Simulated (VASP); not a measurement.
Write the native input for VASP 6.6.1 that does the following.

```yaml
Task: single point
Functional: r2SCAN
Potentials_or_basis: VASP PAW PBE potentials, release 64 (O, Ca_sv, Mg)
Cutoff: 520 eV
k_mesh: 1 × 1 × 1
Occupations: fermi-dirac, width 0.05 eV
Spin: no spin polarisation
Dipole_correction: no
Further_INCAR_settings: LREAL = Auto; ALGO = Normal; EDIFF = 1e-07; NBANDS = 238
```

The system is Ca9Mg7O16.

```xyz
64
Lattice="9.1311 0.0000 0.0000 0.0000 9.1311 0.0000 0.0000 0.0000 9.1311" Properties=species:S:1:pos:R:3 pbc="T T T"
O     2.3879    9.1088    0.0973
O     2.2195    9.0217    4.4524
O     2.4024    4.5700    0.0516
O     2.2920    4.6942    4.4283
O     6.7031    9.1292    0.0075
O     6.9339    9.0985    4.5409
O     6.6888    4.5693    9.1295
O     6.8560    4.6275    4.5549
O     8.9065    2.2722    9.1270
O     9.0417    2.1866    4.5547
O     8.8459    6.8579    0.0074
O     0.0254    6.9467    4.5315
O     4.6034    2.2709    0.0109
O     4.6473    2.2710    4.5536
O     4.6149    6.8539    0.0984
O     4.4962    6.8606    4.4416
O     0.1363    9.1212    2.3356
O     0.0355    9.1268    6.7657
O     0.1435    4.5809    2.2636
O     0.1559    4.5660    6.8535
O     4.4554    9.0411    2.1871
O     4.5391    9.1159    6.9370
O     4.4551    4.6603    2.1707
O     4.4358    4.5761    6.9643
O     2.2997    2.3028    2.1459
O     2.2868    2.3785    7.0053
O     2.3759    6.8452    2.1879
O     2.2906    6.7472    7.1085
O     6.8321    2.2841    2.3102
O     6.8377    2.2937    6.8004
O     6.7255    6.8511    2.3196
O     6.8186    6.8360    6.7090
Ca    0.0079    9.1259    0.0097
Ca    0.0162    4.5726    0.0013
Ca    0.0331    4.6032    4.5581
Ca    4.5618    9.0944    4.5164
Ca    4.5418    4.6065    4.5397
Ca    2.2554    2.2950    4.5288
Ca    2.2893    9.0855    6.8869
Ca    6.8319    9.1196    2.2749
Ca    6.8506    9.1178    6.8425
Ca    6.8062    4.5795    2.2696
Ca    6.8250    4.5747    6.8576
Ca    0.0143    2.2716    2.2579
Ca    9.1286    2.2818    6.8581
Ca    0.0207    6.8618    2.2594
Ca    0.0195    6.8451    6.8407
Ca    4.5584    2.2849    2.2476
Ca    4.5687    2.2944    6.8826
Ca    4.5452    6.8328    6.8637
Mg    0.0214    9.0898    4.5265
Mg    4.5671    9.1032    0.0437
Mg    4.5593    4.5998    0.0339
Mg    2.4639    2.3184    0.0303
Mg    2.5166    6.8338    0.0663
Mg    2.3051    6.8479    4.3325
Mg    6.7850    2.2749    0.0015
Mg    6.8830    2.2280    4.5616
Mg    6.7526    6.8558    0.0846
Mg    6.8679    6.8729    4.5404
Mg    2.3156    9.0790    2.2175
Mg    2.3317    4.6154    2.2026
Mg    2.3137    4.6054    7.0378
Mg    4.5494    6.8497    2.2472
```

One way to write it, as run:

POSCAR

```
Ca9Mg7O16
1.0
    9.1311300000      0.0000000000      0.0000000000
    0.0000000000      9.1311300000      0.0000000000
    0.0000000000      0.0000000000      9.1311300000
O Ca Mg
32 18 14
Direct
    0.2615140000      0.9975500000      0.0106570000
    0.2430670000      0.9880170000      0.4876060000
    0.2630990000      0.5004860000      0.0056500000
    0.2510070000      0.5140850000      0.4849690000
    0.7340900000      0.9997890000      0.0008260000
    0.7593710000      0.9964230000      0.4973010000
    0.7325310000      0.5004120000      0.9998170000
    0.7508340000      0.5067860000      0.4988360000
    0.9753980000      0.2488460000      0.9995530000
    0.9902060000      0.2394660000      0.4988150000
    0.9687580000      0.7510410000      0.0008140000
    0.0027870000      0.7607700000      0.4962640000
    0.5041450000      0.2487000000      0.0011990000
    0.5089550000      0.2487140000      0.4986900000
    0.5054030000      0.7506130000      0.0107710000
    0.4924050000      0.7513370000      0.4864270000
    0.0149250000      0.9989170000      0.2557800000
    0.0038920000      0.9995310000      0.7409480000
    0.0157100000      0.5016740000      0.2479000000
    0.0170750000      0.5000490000      0.7505680000
    0.4879390000      0.9901400000      0.2395210000
    0.4971030000      0.9983310000      0.7597140000
    0.4879070000      0.5103740000      0.2377280000
    0.4857840000      0.5011530000      0.7627040000
    0.2518490000      0.2521900000      0.2350140000
    0.2504420000      0.2604790000      0.7671860000
    0.2602010000      0.7496560000      0.2396110000
    0.2508600000      0.7389240000      0.7784900000
    0.7482190000      0.2501410000      0.2529980000
    0.7488390000      0.2511950000      0.7447470000
    0.7365430000      0.7503010000      0.2540300000
    0.7467450000      0.7486470000      0.7347430000
    0.0008650000      0.9994230000      0.0010570000
    0.0017780000      0.5007660000      0.0001380000
    0.0036270000      0.5041220000      0.4991850000
    0.4995840000      0.9959800000      0.4946190000
    0.4974020000      0.5044840000      0.4971660000
    0.2470050000      0.2513400000      0.4959690000
    0.2507190000      0.9950030000      0.7542270000
    0.7481990000      0.9987410000      0.2491330000
    0.7502430000      0.9985400000      0.7493620000
    0.7453850000      0.5015310000      0.2485530000
    0.7474410000      0.5009980000      0.7510130000
    0.0015650000      0.2487710000      0.2472800000
    0.9997280000      0.2498870000      0.7510710000
    0.0022620000      0.7514720000      0.2474420000
    0.0021360000      0.7496440000      0.7491610000
    0.4992130000      0.2502310000      0.2461440000
    0.5003480000      0.2512700000      0.7537530000
    0.4977730000      0.7482990000      0.7516800000
    0.0023490000      0.9954690000      0.4957220000
    0.5001690000      0.9969460000      0.0047830000
    0.4993130000      0.5037440000      0.0037130000
    0.2698400000      0.2539050000      0.0033220000
    0.2756120000      0.7484040000      0.0072560000
    0.2524430000      0.7499530000      0.4744730000
    0.7430650000      0.2491390000      0.0001590000
    0.7537970000      0.2439980000      0.4995630000
    0.7395150000      0.7508140000      0.0092690000
    0.7521390000      0.7526920000      0.4972470000
    0.2535900000      0.9942940000      0.2428540000
    0.2553570000      0.5054550000      0.2412210000
    0.2533890000      0.5043590000      0.7707470000
    0.4982260000      0.7501520000      0.2461040000
```

INCAR.step1

```
SYSTEM = Ca9Mg7O16
ALGO = Normal ; EDIFF = 1E-4
ENCUT = 520 ; GGA = PE
ISMEAR = -1 ; LASPH = .True.
LCHARG = .False. ; LREAL = Auto
LWAVE = .True. ; NBANDS = 238
NELM = 80 ; PREC = Accurate
SIGMA = 0.05
```

INCAR.step2

```
SYSTEM = Ca9Mg7O16
ALGO = Normal ; EDIFF = 1E-7
ENCUT = 520 ; ISIF = 2
ISMEAR = -1 ; ISTART = 1
LASPH = .True. ; LCHARG = .False.
LMIXTAU = .True. ; LREAL = Auto
LWAVE = .False. ; METAGGA = R2SCAN
NBANDS = 238 ; NELM = 80
PREC = Accurate ; SIGMA = 0.05
```

KPOINTS

```
k-points
0
Gamma
  1 1 1
  0 0 0
```

Potentials or basis: VASP PAW PBE potentials, release 64 (O, Ca_sv, Mg).

Launch:

```sh
$ cat potpaw_PBE.64/O/POTCAR potpaw_PBE.64/Ca_sv/POTCAR potpaw_PBE.64/Mg/POTCAR > POTCAR
$ cp INCAR.step1 INCAR
$ mpirun -np 1 vasp_gam > vasp.out
$ cp INCAR.step2 INCAR
$ mpirun -np 1 vasp_gam > vasp.out
```

It gave:

| Quantity | Value |
| --- | --- |
| Pressure | 2.4 GPa |
| Largest force | 0.289 eV/Å |
| Band gap on the k mesh | 4.67 eV |

Caveat: the k points lie up to 0.69 Å⁻¹ apart; the PAW data sets were made with another functional, which shifts forces and pressure a little.

It took 25 min on 1 thread of Intel(R) Xeon(R) Platinum 8488C (Sapphire Rapids), on a shared host, peak memory 0.83 GiB.
